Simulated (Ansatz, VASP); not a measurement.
# Te in VASP and in Ansatz

File INCAR:

```
SYSTEM = Te
  ALGO = Normal
  EDIFF = 1E-6
  ENCUT = 520
  GGA = PS
  ISIF = 2
  ISMEAR = -1
  LASPH = .TRUE.
  LCHARG = .FALSE.
  LREAL = .FALSE.
  LWAVE = .FALSE.
  NBANDS = 13
  NELM = 80
  PREC = Accurate
  SIGMA = 0.05
```

Contents of KPOINTS:

```
k-points
0
G
  8 8 8
  0 0 0
```

POSCAR

```
Te
1.0
    0.0000000000      3.3095529740      3.3095529740
    3.3095529740      0.0000000000      3.3095529740
    3.3095529740      3.3095529740      0.0000000000
Te
2
Direct
   -0.1250000000     -0.1250000000     -0.1250000000
    0.1250000000      0.1250000000      0.1250000000
```

Input for Ansatz:

```yaml
crystal:
  lattice:
    - [0.0, 3.309552974, 3.309552974]
    - [3.309552974, 0.0, 3.309552974]
    - [3.309552974, 3.309552974, 0.0]
  atoms:
    - { symbol: Te, position: [-0.125, -0.125, -0.125] }
    - { symbol: Te, position: [0.125, 0.125, 0.125] }
kpoints:
  mp_grid: { grid: [8, 8, 8] }
scf:
  occupations: { method: fermi_dirac, width: 0.05 }
hamiltonian:
  xc: pbesol
  pseudopotentials: { kind: all_electron, lapw: { basis_error: 0.001 } }
output:
  forces: true
  stress: true
  eigenvalues: true
  populations: true
```

Alike in both runs: task single point; functional PBEsol; k mesh 8 × 8 × 8; occupations fermi-dirac, width 0.05 eV; no spin polarisation.

|  | VASP | Ansatz |
| --- | --- | --- |
| version | VASP 6.6.1 | Ansatz 0.2.0 |
| potentials or method | VASP PAW PBE potentials, release 64 (Te), cutoff 520 eV | all-electron LAPW, scalar-relativistic |

```tsv
	VASP	Ansatz	Ansatz less VASP
pressure (GPa)	8.9	8.8	-0.11
```

VASP's potentials were made for PBE, not for PBEsol. Ansatz ran all-electron here, and VASP with PAW potentials.

Neither program's run includes spin-orbit coupling.
